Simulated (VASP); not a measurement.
# SbC2 (P4_2/nmc) in VASP: relaxation of cell and atoms with PBE

Aim: the relaxation of cell and atoms of SbC2 with PBE.

Program: VASP 6.6.1. These are calculated values, not measurements. Logs are shortened: lines on timing, memory, paths and dates and some standing lists are left out, and cuts for length are marked.

## (1) The cell of the first run

Symmetry: P4_2/nmc, No. 137, tetragonal system. Conventional cell: a = 3.996 Å, b = 3.996 Å, c = 5.753 Å, α = 90.00°, β = 90.00°, γ = 90.00°. Sb (site symmetry -4m2) has 8 C at 2.31 to 2.63 Å within 3.1 Å. C (site symmetry 2mm) has 4 Sb at 2.31 to 2.63 Å and 6 C at 2.88 Å within 3.1 Å.

## (2) Relaxation of cell and atoms, PBE

File INCAR:

```
PREC = Accurate ; ENCUT = 700
EDIFF = 1E-7 ; ISMEAR = 0
SIGMA = 0.1 ; LREAL = F
LASPH = T ; NELM = 120
ALGO = Normal ; ISIF = 3
LWAVE = F ; LCHARG = F
GGA = PE ; IBRION = 2
NSW = 90 ; EDIFFG = -0.04
GGA_COMPAT = F ; NELMIN = 4
```

File KPOINTS:

```
Automatic mesh
0
Gamma
  4 4 4
```

File POSCAR:

```
SbC2
1.0
    3.9962005298      0.0000000000      0.0000000000
    0.0000000000      3.9962005298      0.0000000000
    0.0000000000      0.0000000000      5.7529907797
Sb C
2 4
Direct
    0.0000000000      0.0000000000      0.0000000000
    0.5000000000      0.5000000000      0.5000000000
    0.0000000000      0.5000000000      0.2030000000
    0.0000000000      0.5000000000      0.7030000000
    0.5000000000      0.0000000000      0.2970000000
    0.5000000000      0.0000000000      0.7970000000
```

Potentials or basis: VASP PAW PBE potentials, release 64 (Sb_d_GW, C).

On the command line:

```
cat potpaw_PBE.64/Sb_d_GW/POTCAR potpaw_PBE.64/C/POTCAR > POTCAR
mpirun -np 1 vasp_std > vasp.out
```

OUTCAR:

```text
PREC = Accurate
   ENCUT = 700
   EDIFF = 1E-7
   ISMEAR = 0
   LREAL = F
   LASPH = T
   NELM = 120
   ISIF = 3
   GGA = PE
   IBRION = 2
   NSW = 90
   EDIFFG = -0.04
   NELMIN = 4

 ion  position               nearest neighbor table
   1  0.000  0.000  0.000-   3 2.31   6 2.31   3 2.31   6 2.31   5 2.63   4 2.63   5 2.63   4 2.63

   2  0.500  0.500  0.500-   4 2.31   5 2.31   5 2.31   4 2.31   3 2.63   6 2.63   3 2.63   6 2.63

   3  0.000  0.500  0.203-   1 2.31   1 2.31   2 2.63   2 2.63
   4  0.000  0.500  0.703-   2 2.31   2 2.31   1 2.63   1 2.63
   5  0.500  0.000  0.297-   2 2.31   2 2.31   1 2.63   1 2.63
   6  0.500  0.000  0.797-   1 2.31   1 2.31   2 2.63   2 2.63

  LATTYP: Found a simple tetragonal cell.
 ALAT       =     3.9962005298
 C/A-ratio  =     1.4396151386

  Lattice vectors:

 A1 = (   3.9962005298,   0.0000000000,   0.0000000000)
 A2 = (   0.0000000000,   3.9962005298,   0.0000000000)
 A3 = (   0.0000000000,   0.0000000000,   5.7529907797)

Analysis of symmetry for initial positions (statically):
=====================================================================
 Subroutine PRICEL returns:
 Original cell was already a primitive cell.

 Routine SETGRP: Setting up the symmetry group for a
 simple tetragonal supercell.

 Subroutine GETGRP returns: Found 16 space group operations
 (whereof  8 operations were pure point group operations)
 out of a pool of 16 trial point group operations.

The static configuration has the point symmetry D_2d.
 The point group associated with its full space group is D_4h.

Analysis of symmetry for dynamics (positions and initial velocities):
=====================================================================
 Subroutine PRICEL returns:
 Original cell was already a primitive cell.

 Routine SETGRP: Setting up the symmetry group for a
 simple tetragonal supercell.

 Subroutine GETGRP returns: Found 16 space group operations
 (whereof  8 operations were pure point group operations)
 out of a pool of 16 trial point group operations.

The dynamic configuration has the point symmetry D_2d.
 The point group associated with its full space group is D_4h.

 Subroutine INISYM returns: Found 16 space group operations
 (whereof  8 operations are pure point group operations),
 and found     1 'primitive' translations

----------------------------------------------------------------------------------------

                                     Primitive cell

  volume of cell :      91.8731

  direct lattice vectors                    reciprocal lattice vectors
     3.996200530  0.000000000  0.000000000     0.250237693  0.000000000  0.000000000
     0.000000000  3.996200530  0.000000000     0.000000000  0.250237693  0.000000000
     0.000000000  0.000000000  5.752990780     0.000000000  0.000000000  0.173822632

  length of vectors
     3.996200530  3.996200530  5.752990780     0.250237693  0.250237693  0.173822632

  position of ions in fractional coordinates (direct lattice)
     0.000000000  0.000000000  0.000000000
     0.500000000  0.500000000  0.500000000
     0.000000000  0.500000000  0.203000000
     0.000000000  0.500000000  0.703000000
     0.500000000  0.000000000  0.297000000
     0.500000000  0.000000000  0.797000000

  ion indices of the primitive-cell ions
   primitive index   ion index
                 1           1
                 2           2
                 3           3
                 4           4
                 5           5
                 6           6

----------------------------------------------------------------------------------------

 KPOINTS: Automatic mesh

Automatic generation of k-mesh.
 Grid dimensions read from file:
 generate k-points for:    4    4    4

 Generating k-lattice:

  Cartesian coordinates                     Fractional coordinates (reciprocal lattice)
     0.062559423  0.000000000  0.000000000     0.250000000  0.000000000  0.000000000
     0.000000000  0.062559423  0.000000000     0.000000000  0.250000000  0.000000000
     0.000000000  0.000000000  0.043455658     0.000000000  0.000000000  0.250000000

  Length of vectors
     0.062559423  0.062559423  0.043455658

  Shift w.r.t. Gamma in fractional coordinates (k-lattice)
     0.000000000  0.000000000  0.000000000

 Subroutine IBZKPT returns following result:
 ===========================================

 Found     18 irreducible k-points:

 Following reciprocal coordinates:
            Coordinates               Weight
  0.000000  0.000000  0.000000      1.000000
  0.250000  0.000000  0.000000      4.000000
  0.500000  0.000000  0.000000      2.000000
  0.250000  0.250000  0.000000      4.000000
  0.500000  0.250000  0.000000      4.000000
  0.500000  0.500000  0.000000      1.000000
[... 10 lines left out ...]
  0.500000  0.250000  0.500000      4.000000
  0.500000  0.500000  0.500000      1.000000
   k-points           NKPTS =     18   k-points in BZ     NKDIM =     18   number of bands    NBANDS=     27
   number of dos      NEDOS =    301   number of ions     NIONS =      6
   total plane-waves  NPLWV =  64800
   dimension x,y,z NGX =    36 NGY =   36 NGZ =   50
   dimension x,y,z NGXF=    72 NGYF=   72 NGZF=  100
   ions per type =               2   4
   NGX,Y,Z   is equivalent  to a cutoff of  14.98, 14.98, 14.45 a.u.
   NGXF,Y,Z  is equivalent  to a cutoff of  29.95, 29.95, 28.90 a.u.
 SYSTEM =  unknown system
   PREC   = accura    normal or accurate (medium, high low for compatibility)
   ISTART =      0    job   : 0-new  1-cont  2-samecut
   ICHARG =      2    charge: 1-file 2-atom 10-const
   ISPIN  =      1    spin polarized calculation?
   LNONCOLLINEAR =      F non collinear calculations
   LSORBIT =      F    spin-orbit coupling
   LASPH  =      T    aspherical Exc in radial PAW
   ENCUT  =  700.0 eV  51.45 Ry    7.17 a.u.   8.62  8.62 12.41*2*pi/ulx,y,z
   NELM   =    120;   NELMIN=  4; NELMDL= -5     # of ELM steps
   EDIFF  = 0.1E-06   stopping-criterion for ELM
   LREAL  =      F    real-space projection
   EDIFFG = -.4E-01   stopping-criterion for IOM
   NSW    =     90    number of steps for IOM
   IBRION =      2    ionic relax: 0-MD 1-quasi-New 2-CG
   NFREE  =      1    steps in history (QN), initial steepest desc. (CG)
   ISIF   =      3    stress and relaxation
   ISYM   =      2    0-nonsym 1-usesym 2-fastsym
   POTIM  = 0.5000    time-step for ionic-motion
   TEBEG  =    0.0;   TEEND  =   0.0 temperature during run
   PSTRESS=    0.0 pullay stress
   NELECT =      46.0000    total number of electrons
   NUPDOWN=      -1.0000    fix difference up-down
   EMIN   =  10.00;   EMAX   =-10.00  energy-range for DOS
   EFERMI =   0.00;   METHOD = LEGACY
   ISMEAR =     0;   SIGMA  =   0.10  broadening in eV -4-tet -1-fermi 0-gaus
   EFERMI_NEDOS =   21; number of points for ismear=-14 and -15
   IALGO  =     38    algorithm
   IMIX   =      4    mixing-type and parameters
     AMIX     =   0.40;   BMIX     =  1.00
     AMIX_MAG =   1.60;   BMIX_MAG =  1.00
  volume/ion in A,a.u.               =      15.31       103.33
  Fermi-wavevector in a.u.,A,eV,Ry     =   1.299964  2.456576 22.992577  1.689907
  Thomas-Fermi vector in A             =   2.431194
   LORBIT       =      0    0 simple, 1 ext, 2 COOP (PROOUT), +10 PAW based schemes
   GGA     = PE    functional components
   LHFCALC =     F    Hartree Fock is set to
   AEXX    =    0.0000 exact exchange contribution
   IVDW    =     0    specifies the selected vdW correction
   LEPSILON=     F    determine dielectric tensor
   LRPA    =     F    only Hartree local field effects (RPA)
 conjugate gradient relaxation of ions
 non-spin polarized calculation
 Gauss-broadening in eV      SIGMA  =   0.10
  energy-cutoff  :      700.00
  volume of cell :       91.87
 maximum number of plane-waves:      3888
 NGX is ok and might be reduce to    36
   NGX = 17   NGY = 17   NGZ = 25

--------------------------------------- Ionic step        1  -------------------------------------------

 number of electron      45.9999989 magnetization

 Free energy of the ion-electron system (eV)
  ---------------------------------------------------
  ext. energy  EPLUGINS =         0.00000000
  ---------------------------------------------------
  free energy    TOTEN  =       -28.96349217 eV

  energy without entropy =      -28.93967047  energy(sigma->0) =      -28.95158132

------------------------ aborting loop because EDIFF is reached ----------------------------------------

  FORCE on cell =-STRESS in cart. coord.  units (eV):
  Direction    XX          YY          ZZ          XY          YZ          ZX
  --------------------------------------------------------------------------------------
  -------------------------------------------------------------------------------------
  Total       -4.8588251     -4.8588251     -5.9256044      0.0000000     -0.0000000      0.0000000
  in kB      -84.7332034    -84.7332034   -103.3368013      0.0000000     -0.0000000      0.0000000
  external PRESSURE =     -90.9344027 kB  Pullay stress =       0.0000000 kB
[... 101 lines left out ...]
  FREE ENERGIE OF THE ION-ELECTRON SYSTEM (eV)
  ---------------------------------------------------
  free  energy   TOTEN  =       -29.2646706280 eV

  energy  without entropy=      -29.2404767517  energy(sigma->0) =      -29.25257369

 E-fermi :  10.1209     XC(G=0): -12.4929

 val. band max:       10.0731148595   @ k =   0.5000   0.0000   0.2500
 cond. band min:      10.3583561209   @ k =   0.5000   0.0000   0.5000
 fundamental gap:      0.2852412614
 Fermi energy:        10.1209106188

 k-point     1 :       0.0000    0.0000    0.0000
  band No.  band energies     occupation
      1     -19.9646      2.00000
      2     -19.9078      2.00000
      3     -19.8825      2.00000
      4     -19.8331      2.00000
      5     -19.8300      2.00000
      6     -19.8260      2.00000
[... 529 lines left out ...]
     26      11.8897      0.00000
     27      12.2184      0.00000

 E-fermi :   3.9761     XC(G=0):  -9.8871

 val. band max:        3.9703975180   @ k =   0.2500   0.2500   0.2500
 cond. band min:       3.9971268731   @ k =   0.5000   0.2500   0.5000
 fundamental gap:      0.0267293551
 Fermi energy:         3.9761284360

 k-point     1 :       0.0000    0.0000    0.0000
  band No.  band energies     occupation
      1     -26.0363      2.00000
      2     -26.0358      2.00000
      3     -25.5488      2.00000
      4     -25.5488      2.00000
      5     -25.5486      2.00000
      6     -25.5486      2.00000
[... 529 lines left out ...]
     26       4.2713      0.00003
     27       5.5133      0.00000

[... ionic steps 4 to 45 ...]

--------------------------------------- Ionic step       46  -------------------------------------------

 number of electron      46.0000100 magnetization

------------------------ aborting loop because EDIFF is reached ----------------------------------------
[... 75 lines left out ...]
--------------------------------------- Ionic step       48  -------------------------------------------

 number of electron      46.0000109 magnetization

 Free energy of the ion-electron system (eV)
  ---------------------------------------------------
  ext. energy  EPLUGINS =         0.00000000
  ---------------------------------------------------
  free energy    TOTEN  =       -36.86255125 eV

  energy without entropy =      -36.83787575  energy(sigma->0) =      -36.85021350

 E-fermi :   4.6510     XC(G=0): -10.2162

 val. band max:        4.6498078478   @ k =   0.2500   0.2500   0.2500
 cond. band min:       4.6547369583   @ k =   0.5000   0.5000   0.5000
 fundamental gap:      0.0049291105
 Fermi energy:         4.6510285136

 k-point     1 :       0.0000    0.0000    0.0000
  band No.  band energies     occupation
      1     -25.4547      2.00000
      2     -25.4539      2.00000
      3     -24.8791      2.00000
      4     -24.8748      2.00000
      5     -24.8729      2.00000
      6     -24.8721      2.00000
[... 562 lines left out ...]
  FREE ENERGIE OF THE ION-ELECTRON SYSTEM (eV)
  ---------------------------------------------------
  free  energy   TOTEN  =       -36.8625512453 eV

  energy  without entropy=      -36.8378757517  energy(sigma->0) =      -36.85021350

 reached required accuracy - stopping structural energy minimisation
```

Wall time 43 min (1 thread of Intel Xeon Platinum 8259CL at 2.50GHz (Skylake/Cascade Lake), shared host); peak memory 0.3 GiB.

Results:

```
Free energy                           : -36.8626 eV
Relaxed volume                        : 16.02 Å³/atom
Relaxed cell                          : a = 6.043 Å, b = 6.043 Å, c = 2.631 Å, α = 90.00°, β = 90.00°, γ = 90.00°
Space group after relaxing (to 0.1 Å) : P4_2/nmc (No. 137)
Energy gained by relaxing             : 1316.5 meV/atom
Ionic steps                           : 48
Pressure after relaxing               : 0.0 GPa
Band gap on the k mesh                : zero (bands 23 and 24 overlap by 2.85 eV)
```

Forces on the atoms (eV/Å):
```
Sb   0.000  0.000  0.000
Sb   0.000  0.000  0.000
C    0.000  0.000  0.003
C    0.000  0.000  0.003
C    0.000  0.000 -0.003
C    0.000  0.000 -0.003
```

Step by step:
```csv
step,energy change (eV),largest force (eV/Å),pressure (GPa),volume (Å³)
1,0.0000,0.3410,-9.09,91.87
3,-0.3012,0.4147,0.81,82.44
5,-0.3478,0.5457,0.64,82.61
7,-0.7405,0.1610,-0.34,81.71
9,-0.7710,0.2153,-0.58,81.01
11,-1.5366,0.3701,3.39,74.24
13,-1.7622,0.4015,28.91,63.97
15,-2.1184,0.2510,49.07,60.35
17,-2.1184,0.2423,50.11,60.27
19,-2.1214,0.2465,49.55,60.31
21,-2.1366,0.2457,49.51,60.36
23,-2.1966,0.2424,48.30,60.55
25,-2.4258,0.2297,44.39,61.30
27,-3.1859,0.1864,30.97,64.38
29,-4.3966,0.1178,-2.67,77.69
31,-4.7958,0.1034,-0.95,78.53
33,-6.8095,0.0037,29.75,80.03
35,-7.0561,0.0079,18.28,80.06
37,-7.0764,0.0061,22.02,80.06
39,-7.1904,0.0037,22.77,82.68
41,-7.8145,0.0034,6.43,90.62
43,-7.8917,0.0034,-0.74,95.39
45,-7.8943,0.0032,-0.20,95.24
47,-7.8942,0.0023,0.40,96.97
48,-7.8991,0.0027,0.04,96.09
```

Final structure:
```xyz
6
Lattice="6.0430 0.0000 0.0000 0.0000 6.0430 0.0000 0.0000 0.0000 2.6314" Properties=species:S:1:pos:R:3 pbc="T T T"
Sb    0.0000    0.0000    0.0000
Sb    3.0215    3.0215    1.3157
C     0.0000    3.0215    0.8197
C     0.0000    3.0215    2.1354
C     3.0215    0.0000    0.4960
C     3.0215    0.0000    1.8117
```

Levels at points of the mesh, in eV from the Fermi level:
```
           k point  band 20  band 21  band 22  band 23  band 24  band 25  band 26  band 27
(0.00, 0.00, 0.00)    -5.92    -0.14    -0.14    -0.05    -0.05     3.35     6.65     7.12
(0.50, 0.00, 0.00)    -5.16    -2.03    -2.03    -0.26    -0.26     6.32     6.88     6.95
(0.50, 0.50, 0.00)    -4.84    -2.78    -2.78    -1.54    -1.54     6.74     7.06     7.06
(0.00, 0.00, 0.50)    -1.85    -1.84    -1.84    -0.61    -0.61    -0.60    -0.60     4.21
(0.50, 0.00, 0.50)    -1.69    -0.80    -0.80    -0.23    -0.23    -0.01    -0.01     1.97
(0.50, 0.50, 0.50)    -0.42    -0.30    -0.30     0.00     0.00     0.39     0.39     1.67
```

Caveat: the k points lie up to 0.60 Å⁻¹ apart in the final cell, too coarse for converged energies and pressures of a metal; a cell axis changed by over 15 % at a fixed basis, so the end point is rough; spin-orbit coupling is left out, which moves the levels of the heavy elements; this functional lacks dispersion, which binds layers or chains, so the pressure and a relaxed spacing across them are unreliable.
